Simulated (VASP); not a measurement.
# InP (zincblende type) (F-43m) in VASP: relaxation of cell and atoms with PBEsol

Aim: the relaxation of cell and atoms of InP (zincblende type) with PBEsol.

Everything below comes from runs of VASP 6.6.1. Logs are shortened: lines on timing, memory, paths and dates and some standing lists are left out, and cuts for length are marked.

**1. The cell of the first run**

The structure is cubic, space group F-43m (No. 216). Conventional cell: a = 5.937 Å, b = 5.937 Å, c = 5.937 Å, α = 90.00°, β = 90.00°, γ = 90.00°. Within 3.4 Å of In (site symmetry -43m) lie 4 P at 2.57 Å. P (site symmetry -43m) has 4 In at 2.57 Å within 3.4 Å.

**2. Relaxation of cell and atoms, PBEsol**

The input, INCAR:

```
SYSTEM = InP
  ALGO = Normal
  EDIFF = 1E-7
  EDIFFG = -0.005
  ENCUT = 600
  GGA = PS
  IBRION = 2
  ISIF = 3
  ISMEAR = -1
  LASPH = .True.
  LCHARG = .False.
  LREAL = .False.
  LWAVE = .False.
  NELM = 100
  NSW = 60
  PREC = Accurate
  SIGMA = 0.1
```

The input, KPOINTS:

```
k-points
0
Gamma
  12 12 12
  0 0 0
```

The input, POSCAR:

```
InP
1.0
    0.0000000000      2.9685087443      2.9685087443
    2.9685087443      0.0000000000      2.9685087443
    2.9685087443      2.9685087443      0.0000000000
In P
1 1
Direct
    0.0000000000      0.0000000000      0.0000000000
    0.2500000000      0.2500000000      0.2500000000
```

Potentials or basis: VASP PAW PBE potentials, release 64 (In_d, P).

Started as:

```sh
> cat potpaw_PBE.64/In_d/POTCAR potpaw_PBE.64/P/POTCAR > POTCAR
> mpirun -np 1 vasp_std > vasp.out
```

OUTCAR:

```text
SYSTEM = InP
   EDIFF = 1E-7
   EDIFFG = -0.005
   ENCUT = 600
   GGA = PS
   IBRION = 2
   ISIF = 3
   ISMEAR = -1
   LASPH = .True.
   LREAL = .False.
   NELM = 100
   NSW = 60
   PREC = Accurate

 ion  position               nearest neighbor table
   1  0.000  0.000  0.000-   2 2.57   2 2.57   2 2.57   2 2.57
   2  0.250  0.250  0.250-   1 2.57   1 2.57   1 2.57   1 2.57

  LATTYP: Found a face centered cubic cell.
 ALAT       =     5.9370174886

  Lattice vectors:

 A1 = (   0.0000000000,   2.9685087443,   2.9685087443)
 A2 = (   2.9685087443,   0.0000000000,   2.9685087443)
 A3 = (   2.9685087443,   2.9685087443,   0.0000000000)

Analysis of symmetry for initial positions (statically):
=====================================================================
 Subroutine PRICEL returns:
 Original cell was already a primitive cell.

 Routine SETGRP: Setting up the symmetry group for a
 face centered cubic supercell.

 Subroutine GETGRP returns: Found 24 space group operations
 (whereof 24 operations were pure point group operations)
 out of a pool of 48 trial point group operations.

The static configuration has the point symmetry T_d .

Analysis of symmetry for dynamics (positions and initial velocities):
=====================================================================
 Subroutine PRICEL returns:
 Original cell was already a primitive cell.

 Routine SETGRP: Setting up the symmetry group for a
 face centered cubic supercell.

 Subroutine GETGRP returns: Found 24 space group operations
 (whereof 24 operations were pure point group operations)
 out of a pool of 48 trial point group operations.

The dynamic configuration has the point symmetry T_d .

 Subroutine INISYM returns: Found 24 space group operations
 (whereof 24 operations are pure point group operations),
 and found     1 'primitive' translations

----------------------------------------------------------------------------------------

                                     Primitive cell

  volume of cell :      52.3173

  direct lattice vectors                    reciprocal lattice vectors
     0.000000000  2.968508744  2.968508744    -0.168434740  0.168434740  0.168434740
     2.968508744  0.000000000  2.968508744     0.168434740 -0.168434740  0.168434740
     2.968508744  2.968508744  0.000000000     0.168434740  0.168434740 -0.168434740

  length of vectors
     4.198105326  4.198105326  4.198105326     0.291737528  0.291737528  0.291737528

  position of ions in fractional coordinates (direct lattice)
     0.000000000  0.000000000  0.000000000
     0.250000000  0.250000000  0.250000000

  ion indices of the primitive-cell ions
   primitive index   ion index
                 1           1
                 2           2

----------------------------------------------------------------------------------------

 KPOINTS: k-points

Automatic generation of k-mesh.
 Grid dimensions read from file:
 generate k-points for:   12   12   12

 Generating k-lattice:

  Cartesian coordinates                     Fractional coordinates (reciprocal lattice)
    -0.014036228  0.014036228  0.014036228     0.083333333  0.000000000  0.000000000
     0.014036228 -0.014036228  0.014036228     0.000000000  0.083333333  0.000000000
     0.014036228  0.014036228 -0.014036228     0.000000000  0.000000000  0.083333333

  Length of vectors
     0.024311461  0.024311461  0.024311461

  Shift w.r.t. Gamma in fractional coordinates (k-lattice)
     0.000000000  0.000000000  0.000000000

 Subroutine IBZKPT returns following result:
 ===========================================

 Found     72 irreducible k-points:

 Following reciprocal coordinates:
            Coordinates               Weight
  0.000000  0.000000  0.000000      1.000000
  0.083333  0.000000  0.000000      8.000000
  0.166667  0.000000  0.000000      8.000000
  0.250000  0.000000  0.000000      8.000000
  0.333333  0.000000  0.000000      8.000000
  0.416667  0.000000  0.000000      8.000000
[... 16 lines left out ...]
  0.500000  0.166667  0.000000     24.000000
 -0.416667  0.166667  0.000000     24.000000
 [... further k-points ...]
   k-points           NKPTS =     72   k-points in BZ     NKDIM =     72   number of bands    NBANDS=     13
   number of dos      NEDOS =    301   number of ions     NIONS =      2
   total plane-waves  NPLWV =  46656
   dimension x,y,z NGX =    36 NGY =   36 NGZ =   36
   dimension x,y,z NGXF=    72 NGYF=   72 NGZF=   72
   ions per type =               1   1
   NGX,Y,Z   is equivalent  to a cutoff of  14.26, 14.26, 14.26 a.u.
   NGXF,Y,Z  is equivalent  to a cutoff of  28.51, 28.51, 28.51 a.u.
 SYSTEM =  InP
   PREC   = accura    normal or accurate (medium, high low for compatibility)
   ISTART =      0    job   : 0-new  1-cont  2-samecut
   ICHARG =      2    charge: 1-file 2-atom 10-const
   ISPIN  =      1    spin polarized calculation?
   LNONCOLLINEAR =      F non collinear calculations
   LSORBIT =      F    spin-orbit coupling
   LASPH  =      T    aspherical Exc in radial PAW
   ENCUT  =  600.0 eV  44.10 Ry    6.64 a.u.   8.38  8.38  8.38*2*pi/ulx,y,z
   NELM   =    100;   NELMIN=  2; NELMDL= -5     # of ELM steps
   EDIFF  = 0.1E-06   stopping-criterion for ELM
   LREAL  =      F    real-space projection
   EDIFFG = -.5E-02   stopping-criterion for IOM
   NSW    =     60    number of steps for IOM
   IBRION =      2    ionic relax: 0-MD 1-quasi-New 2-CG
   NFREE  =      1    steps in history (QN), initial steepest desc. (CG)
   ISIF   =      3    stress and relaxation
   ISYM   =      2    0-nonsym 1-usesym 2-fastsym
   POTIM  = 0.5000    time-step for ionic-motion
   TEBEG  =    0.0;   TEEND  =   0.0 temperature during run
   PSTRESS=    0.0 pullay stress
   NELECT =      18.0000    total number of electrons
   NUPDOWN=      -1.0000    fix difference up-down
   EMIN   =  10.00;   EMAX   =-10.00  energy-range for DOS
   EFERMI =   0.00;   METHOD = LEGACY
   ISMEAR =    -1;   SIGMA  =   0.10  broadening in eV -4-tet -1-fermi 0-gaus
   EFERMI_NEDOS =   21; number of points for ismear=-14 and -15
   IALGO  =     38    algorithm
   IMIX   =      4    mixing-type and parameters
     AMIX     =   0.40;   BMIX     =  1.00
     AMIX_MAG =   1.60;   BMIX_MAG =  1.00
  volume/ion in A,a.u.               =      26.16       176.53
  Fermi-wavevector in a.u.,A,eV,Ry     =   1.147142  2.167785 17.904392  1.315936
  Thomas-Fermi vector in A             =   2.283824
   LORBIT       =      0    0 simple, 1 ext, 2 COOP (PROOUT), +10 PAW based schemes
   GGA     = PS    functional components
   LHFCALC =     F    Hartree Fock is set to
   AEXX    =    0.0000 exact exchange contribution
   IVDW    =     0    specifies the selected vdW correction
   LEPSILON=     F    determine dielectric tensor
   LRPA    =     F    only Hartree local field effects (RPA)
 conjugate gradient relaxation of ions
 non-spin polarized calculation
  energy-cutoff  :      600.00
  volume of cell :       52.32
 maximum number of plane-waves:      1807
 NGX is ok and might be reduce to    36
   NGX = 17   NGY = 17   NGZ = 17

--------------------------------------- Ionic step        1  -------------------------------------------

 number of electron      17.9999999 magnetization

 Free energy of the ion-electron system (eV)
  ---------------------------------------------------
  ext. energy  EPLUGINS =         0.00000000
  ---------------------------------------------------
  free energy    TOTEN  =        -9.14885932 eV

  energy without entropy =       -9.14846458  energy(sigma->0) =       -9.14866195

------------------------ aborting loop because EDIFF is reached ----------------------------------------

  FORCE on cell =-STRESS in cart. coord.  units (eV):
  Direction    XX          YY          ZZ          XY          YZ          ZX
  --------------------------------------------------------------------------------------
  -------------------------------------------------------------------------------------
  Total       -0.5968232     -0.5968232     -0.5968232      0.0000000     -0.0000000     -0.0000000
  in kB      -18.2772694    -18.2772694    -18.2772694      0.0000000     -0.0000000     -0.0000000
  external PRESSURE =     -18.2772694 kB  Pullay stress =       0.0000000 kB
[... 57 lines left out ...]
  energy  without entropy=       -9.1553444935  energy(sigma->0) =       -9.15543569

--------------------------------------- Ionic step        3  -------------------------------------------

 number of electron      17.9999998 magnetization

 Free energy of the ion-electron system (eV)
  ---------------------------------------------------
  ext. energy  EPLUGINS =         0.00000000
  ---------------------------------------------------
  free energy    TOTEN  =        -9.15768226 eV

  energy without entropy =       -9.15744155  energy(sigma->0) =       -9.15756190

 E-fermi :   5.4271     XC(G=0):  -9.4381

 val. band max:        4.9878248499   @ k =   0.0000   0.0000   0.0000
 cond. band min:       5.5527595126   @ k =   0.0000   0.0000   0.0000
 fundamental gap:      0.5649346627
 Fermi energy:         5.4270791865

 k-point     1 :       0.0000    0.0000    0.0000
  band No.  band energies     occupation
      1      -9.1406      2.00000
      2      -9.1406      2.00000
      3      -9.1406      2.00000
      4      -8.9906      2.00000
      5      -8.9906      2.00000
      6      -6.4954      2.00000
      7       4.9878      1.97556
      8       4.9878      1.97556
      9       4.9878      1.97556
     10       5.5528      0.44305
     11       9.0052      0.00000
     12       9.0052      0.00000
     13       9.0052      0.00000
[... 353 lines left out ...]
 k-point    24 :      -0.4167    0.1667    0.0000
  band No.  band energies     occupation
      1      -9.2648      2.00000
      2      -9.0953      2.00000
      3      -9.0862      2.00000
      4      -8.9879      2.00000
      5      -8.9799      2.00000
      6      -4.6022      2.00000
      7      -0.5950      2.00000
      8       2.6383      2.00000
      9       3.7375      2.00000
     10       7.5094      0.00000
     11       9.3657      0.00000
     12      10.4505      0.00000
     13      11.9466      0.00000

 [... further k-points ...]
[... 5 lines left out ...]
  --------------------------------------------------------------------------------------
  -------------------------------------------------------------------------------------
  Total       -0.0002019     -0.0002019     -0.0002019      0.0000000      0.0000000     -0.0000000
  in kB       -0.0063676     -0.0063676     -0.0063676      0.0000000      0.0000000     -0.0000000
  external PRESSURE =      -0.0063676 kB  Pullay stress =       0.0000000 kB
[... 17 lines left out ...]
  FREE ENERGIE OF THE ION-ELECTRON SYSTEM (eV)
  ---------------------------------------------------
  free  energy   TOTEN  =        -9.1576822569 eV

  energy  without entropy=       -9.1574415489  energy(sigma->0) =       -9.15756190

 reached required accuracy - stopping structural energy minimisation
```

Wall time 85 s (1 thread of Intel Xeon 6975P-C (Granite Rapids), shared host); peak memory 0.25 GiB.

Results:

```
Free energy                            : -9.1577 eV
Relaxed volume                         : 25.40 Å³/atom
Relaxed cell                           : a = 4.157 Å, b = 4.157 Å, c = 4.157 Å, α = 60.00°, β = 60.00°, γ = 60.00°
Space group after relaxing (to 0.05 Å) : F-43m (No. 216)
Energy gained by relaxing              : 4.4 meV/atom
Ionic steps                            : 3
Pressure after relaxing                : 0.0 GPa
Band gap on the k mesh                 : 0.56 eV, direct
```

Step by step:
```tsv
step	energy change (eV)	largest force (eV/Å)	pressure (GPa)	volume (Å³)
1	0.0000	0.0000	-1.83	52.32
2	-0.0067	0.0000	0.98	50.09
3	-0.0088	0.0000	0.00	50.81
```

Final structure:
```cif
data_structure
_symmetry_space_group_name_H-M 'P 1'
_symmetry_Int_Tables_number 1
_cell_length_a 4.1574
_cell_length_b 4.1574
_cell_length_c 4.1574
_cell_angle_alpha 60.000
_cell_angle_beta 60.000
_cell_angle_gamma 60.000
_cell_volume 50.81
loop_
_atom_site_label
_atom_site_type_symbol
_atom_site_fract_x
_atom_site_fract_y
_atom_site_fract_z
_atom_site_occupancy
In1 In 0.00000 0.00000 0.00000 1
P1 P 0.25000 0.25000 0.25000 1
```

Levels at points of the mesh, in eV from the valence-band top:
```csv
k point,band 7,band 8,band 9,band 10,band 11,band 12
"(0.00, 0.00, 0.00)",0.00,0.00,0.00,0.57,4.02,4.02
"(0.50, 0.00, 0.00)",-5.75,-0.97,-0.97,1.38,4.74,4.74
"(0.50, 0.50, 0.00)",-5.77,-2.32,-2.32,1.65,2.17,9.04
```

Caveat: the PAW data sets were made with another functional, which shifts forces and pressure a little; spin-orbit coupling is left out, which moves the levels of the heavy elements. As with any semilocal functional, this PBEsol gap is likely too small.
